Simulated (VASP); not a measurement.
# Ti (Im-3m) in VASP: a series of runs

Runs on Ti. Level: PBEsol. Tasks: relaxation of cell and atoms.

Everything below comes from runs of VASP 6.6.1. Logs are shortened: lines on timing, memory, paths and dates and some standing lists are left out, and cuts for length are marked.

**1. The cell of the first run**

The structure is cubic, space group Im-3m (No. 229). Conventional cell: a = 3.282 Å, b = 3.282 Å, c = 3.282 Å, α = 90.00°, β = 90.00°, γ = 90.00°. Ti (site symmetry m-3m) has 14 Ti at 2.84 to 3.28 Å within 3.7 Å.

**2. Relaxation of cell and atoms, PBEsol, target pressure 10 GPa, at which the enthalpy is minimised**

Contents of INCAR:

```
PREC = Accurate ; ENCUT = 600
EDIFF = 1E-6 ; ISMEAR = -1
SIGMA = 0.05 ; LREAL = F
LASPH = T ; NELM = 60
ALGO = Normal ; ISIF = 3
LWAVE = F ; LCHARG = F
GGA = PS ; IBRION = 2
NSW = 60 ; EDIFFG = -0.01
PSTRESS = 100.0
```

Contents of KPOINTS:

```
Automatic mesh
0
Gamma
  11 11 11
```

Contents of POSCAR:

```
Ti
1.0
   -1.6410000000      1.6410000000      1.6410000000
    1.6410000000     -1.6410000000      1.6410000000
    1.6410000000      1.6410000000     -1.6410000000
Ti
1
Direct
    0.0000000000      0.0000000000      0.0000000000
```

Potentials or basis: VASP PAW PBE potentials, release 64 (Ti_sv).

Command:

```console
cat potpaw_PBE.64/Ti_sv/POTCAR > POTCAR
mpirun -np 1 vasp_std > vasp.out
```

OUTCAR:

```text
PREC = Accurate
   ENCUT = 600
   EDIFF = 1E-6
   ISMEAR = -1
   LREAL = F
   LASPH = T
   NELM = 60
   ISIF = 3
   GGA = PS
   IBRION = 2
   NSW = 60
   EDIFFG = -0.01
   PSTRESS = 100.0

 ion  position               nearest neighbor table
   1  0.000  0.000  0.000-

  LATTYP: Found a body centered cubic cell.
 ALAT       =     3.2820000000

  Lattice vectors:

 A1 = (  -1.6410000000,   1.6410000000,   1.6410000000)
 A2 = (   1.6410000000,  -1.6410000000,   1.6410000000)
 A3 = (   1.6410000000,   1.6410000000,  -1.6410000000)

Analysis of symmetry for initial positions (statically):
=====================================================================
 Subroutine PRICEL returns:
 Original cell was already a primitive cell.

 Routine SETGRP: Setting up the symmetry group for a
 body centered cubic supercell.

 Subroutine GETGRP returns: Found 48 space group operations
[... 9 lines left out ...]

 Routine SETGRP: Setting up the symmetry group for a
 body centered cubic supercell.

 Subroutine GETGRP returns: Found 48 space group operations
[... 11 lines left out ...]
                                     Primitive cell

  volume of cell :      17.6761

  direct lattice vectors                    reciprocal lattice vectors
    -1.641000000  1.641000000  1.641000000     0.000000000  0.304692261  0.304692261
     1.641000000 -1.641000000  1.641000000     0.304692261  0.000000000  0.304692261
     1.641000000  1.641000000 -1.641000000     0.304692261  0.304692261  0.000000000

  length of vectors
     2.842295375  2.842295375  2.842295375     0.430899928  0.430899928  0.430899928

  position of ions in fractional coordinates (direct lattice)
     0.000000000  0.000000000  0.000000000

  ion indices of the primitive-cell ions
   primitive index   ion index
                 1           1

----------------------------------------------------------------------------------------

 KPOINTS: Automatic mesh

Automatic generation of k-mesh.
 Grid dimensions read from file:
 generate k-points for:   11   11   11

 Generating k-lattice:

  Cartesian coordinates                     Fractional coordinates (reciprocal lattice)
     0.000000000  0.027699296  0.027699296     0.090909091  0.000000000  0.000000000
     0.027699296  0.000000000  0.027699296     0.000000000  0.090909091  0.000000000
     0.027699296  0.027699296  0.000000000     0.000000000  0.000000000  0.090909091

[... 57 lines left out ...]
   LREAL  =      F    real-space projection
   EDIFFG = -.1E-01   stopping-criterion for IOM
   NSW    =     60    number of steps for IOM
   IBRION =      2    ionic relax: 0-MD 1-quasi-New 2-CG
   NFREE  =      1    steps in history (QN), initial steepest desc. (CG)
   ISIF   =      3    stress and relaxation
   ISYM   =      2    0-nonsym 1-usesym 2-fastsym
   POTIM  = 0.5000    time-step for ionic-motion
   TEBEG  =    0.0;   TEEND  =   0.0 temperature during run
   PSTRESS=  100.0 pullay stress
   NELECT =      12.0000    total number of electrons
   NUPDOWN=      -1.0000    fix difference up-down
   EMIN   =  10.00;   EMAX   =-10.00  energy-range for DOS
   EFERMI =   0.00;   METHOD = LEGACY
   ISMEAR =    -1;   SIGMA  =   0.05  broadening in eV -4-tet -1-fermi 0-gaus
   EFERMI_NEDOS =   21; number of points for ismear=-14 and -15
   IALGO  =     38    algorithm
   IMIX   =      4    mixing-type and parameters
     AMIX     =   0.40;   BMIX     =  1.00
     AMIX_MAG =   1.60;   BMIX_MAG =  1.00
  volume/ion in A,a.u.               =      17.68       119.28
  Fermi-wavevector in a.u.,A,eV,Ry     =   1.438821  2.718977 28.166848  2.070205
  Thomas-Fermi vector in A             =   2.557745
   LORBIT       =      0    0 simple, 1 ext, 2 COOP (PROOUT), +10 PAW based schemes
   GGA     = PS    functional components
   LHFCALC =     F    Hartree Fock is set to
   AEXX    =    0.0000 exact exchange contribution
   IVDW    =     0    specifies the selected vdW correction
   LEPSILON=     F    determine dielectric tensor
   LRPA    =     F    only Hartree local field effects (RPA)
 conjugate gradient relaxation of ions
 non-spin polarized calculation
  energy-cutoff  :      600.00
  volume of cell :       17.68
 maximum number of plane-waves:       603
   NGX = 11   NGY = 11   NGZ = 11

--------------------------------------- Ionic step        1  -------------------------------------------

 number of electron      12.0000001 magnetization

 Free energy of the ion-electron system (eV)
  ---------------------------------------------------
  ext. energy  EPLUGINS =         0.00000000
  ---------------------------------------------------
  free energy    TOTEN  =        -8.21747642 eV

  energy without entropy =       -8.19496695  energy(sigma->0) =       -8.20622169

------------------------ aborting loop because EDIFF is reached ----------------------------------------

  FORCE on cell =-STRESS in cart. coord.  units (eV):
  Direction    XX          YY          ZZ          XY          YZ          ZX
  --------------------------------------------------------------------------------------
  -------------------------------------------------------------------------------------
  Total       -0.7624666     -0.7624666     -0.7624666      0.0000000      0.0000000     -0.0000000
  in kB      -69.1107621    -69.1107621    -69.1107621      0.0000000      0.0000000     -0.0000000
  external PRESSURE =    -169.1107621 kB  Pullay stress =     100.0000000 kB
[... 24 lines left out ...]
--------------------------------------- Ionic step        2  -------------------------------------------

 number of electron      11.9999998 magnetization

 E-fermi :  10.9986     XC(G=0): -12.9579

 val. band max:       10.9871092915   @ k =  -0.2727   0.2727   0.1818
 cond. band min:      11.0418263637   @ k =   0.2727   0.1818   0.0909
 fundamental gap:      0.0547170722
 Fermi energy:        10.9986465290

 k-point     1 :       0.0000    0.0000    0.0000
  band No.  band energies     occupation
      1     -44.8716      2.00000
      2     -20.3266      2.00000
      3     -20.3266      2.00000
      4     -20.3266      2.00000
      5       4.6343      2.00000
      6      12.1879      0.00000
      7      12.1879      0.00000
      8      12.1879      0.00000
      9      14.6224      0.00000
     10      14.6224      0.00000
[... 372 lines left out ...]
--------------------------------------- Ionic step        4  -------------------------------------------

 number of electron      11.9999999 magnetization

 Free energy of the ion-electron system (eV)
  ---------------------------------------------------
  ext. energy  EPLUGINS =         0.00000000
  ---------------------------------------------------
  free energy    TOTEN  =        -8.20849953 eV

  energy without entropy =       -8.19300726  energy(sigma->0) =       -8.20075340

 E-fermi :   9.3516     XC(G=0): -12.2672

 val. band max:        9.3278408359   @ k =  -0.3636   0.3636   0.0909
 cond. band min:       9.4011121605   @ k =   0.2727   0.0909   0.0909
 fundamental gap:      0.0732713246
 Fermi energy:         9.3515803682

 k-point     1 :       0.0000    0.0000    0.0000
  band No.  band energies     occupation
      1     -46.6776      2.00000
      2     -22.4372      2.00000
      3     -22.4372      2.00000
      4     -22.4372      2.00000
      5       3.1717      2.00000
      6      10.4713      0.00000
      7      10.4713      0.00000
      8      10.4713      0.00000
      9      12.5489      0.00000
     10      12.5489      0.00000
[... 331 lines left out ...]
  energy  without entropy=       -8.1930072633  energy(sigma->0) =       -8.20075340

  enthalpy is  TOTEN    =        -7.2569457110 eV   P V=        0.9515538172

 reached required accuracy - stopping structural energy minimisation
```

OSZICAR:

```text
N       E                     dE             d eps       ncg     rms          rms(c)
DAV:   1     0.789935747239E+02    0.78994E+02   -0.73449E+03  1120   0.159E+03
[... 39 lines left out ...]
DAV:   1    -0.821007440639E+01    0.11977E-02   -0.36921E-02  1128   0.304E+00    0.365E-01
DAV:   2    -0.820846534079E+01    0.16091E-02   -0.56301E-03  1234   0.108E+00    0.764E-02
DAV:   3    -0.820842167094E+01    0.43670E-04   -0.57611E-04  1456   0.209E-01    0.266E-02
DAV:   4    -0.820846148300E+01   -0.39812E-04   -0.86906E-05  1548   0.637E-02    0.166E-02
DAV:   5    -0.820849595250E+01   -0.34470E-04   -0.69648E-05  1584   0.462E-02    0.104E-02
DAV:   6    -0.820849863354E+01   -0.26810E-05   -0.30318E-06  1136   0.187E-02    0.311E-03
DAV:   7    -0.820849952821E+01   -0.89467E-06   -0.12780E-06   910   0.102E-02
   4 F= -.72569457E+01 E0= -.72491996E+01  d E =-.142722E+00
```

CONTCAR:

```text
Ti
   1.00000000000000
    -1.5620489848449319    1.5620489848449319    1.5620489848449319
     1.5620489848449319   -1.5620489848449319    1.5620489848449319
     1.5620489848449319    1.5620489848449319   -1.5620489848449319
  Ti
     1
Direct
     0.0000000000000000    0.0000000000000000    0.0000000000000000

  0.00000000E+00  0.00000000E+00  0.00000000E+00
```

It took 14 s on 1 thread of Intel Xeon 6975P-C (Granite Rapids), shared host; peak memory 0.15 GiB.

What came out:

```
Free energy                                            : -8.2085 eV
Relaxed volume                                         : 15.25 Å³/atom
Relaxed cell                                           : a = 2.706 Å, b = 2.706 Å, c = 2.706 Å, α = 109.47°, β = 109.47°, γ = 109.47°
Space group after relaxing (to 0.05 Å)                 : Im-3m (No. 229)
Energy change on relaxing (the enthalpy is what falls) : +9.0 meV/atom
Ionic steps                                            : 4
Pressure after relaxing                                : 10.0 GPa
Band gap on the k mesh                                 : zero (band 6 reaches 10.49 eV, above the bottom of band 7 at 8.65 eV)
```

Step by step:
```
step  energy change (eV)  largest force (eV/Å)  pressure (GPa)  volume (Å³)
   1              0.0000                0.0000           -6.91        17.68
   2              0.2583                0.0000           33.22        13.32
   3              0.0062                0.0000            9.60        15.29
   4              0.0090                0.0000            9.98        15.25
```

Final structure:
```cif
data_structure
_symmetry_space_group_name_H-M 'P 1'
_symmetry_Int_Tables_number 1
_cell_length_a 2.7055
_cell_length_b 2.7055
_cell_length_c 2.7055
_cell_angle_alpha 109.471
_cell_angle_beta 109.471
_cell_angle_gamma 109.471
_cell_volume 15.25
loop_
_atom_site_label
_atom_site_type_symbol
_atom_site_fract_x
_atom_site_fract_y
_atom_site_fract_z
_atom_site_occupancy
Ti1 Ti 0.00000 0.00000 0.00000 1
```

Caveat: the cell is relaxed towards a set pressure, so the enthalpy falls and the energy may rise; the PAW data sets were made with another functional, which shifts forces and pressure a little.

(Part 1 of 2 ends here.)
